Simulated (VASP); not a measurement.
Runs of VASP 6.6.1 on Hf. The structure is that of space group Fm-3m (No. 225), or close to it. The cells are those of the table. 

```tsv
task	cell	cutoff (eV)	gap on the mesh (eV)	pressure (GPa)
relaxation of cell and atoms	relaxed to 250 GPa from a = 2.501 Å, angles 60.0°, 1 atom	600	none	250.0
single point	a = 2.504 Å, angles 60.0°, 1 atom	520	none	(a)
single point	a = 2.505 Å, angles 60.0°, 1 atom	520	none	244.8
relaxation of cell and atoms	relaxed to 250 GPa from a = 2.504 Å, angles 60.0°, 1 atom	600	none	250.0
```

Alike in all rows: level PBE; potentials or basis VASP PAW PBE potentials, release 64 (Hf_pv); no spin polarisation; k mesh 19 × 19 × 19; smearing fermi-dirac 0.1 eV.

Fill in the values left out.

(a) 245.2.

Caveats: spin-orbit coupling is left out, which moves the levels of the heavy elements; the cell is relaxed towards a set pressure, so the enthalpy falls and the energy may rise (some runs).

A k mesh can miss the band edges, and the runs leave out spin-orbit coupling on Hf.

A gap of «none» marks levels without a gap at the run's occupations.
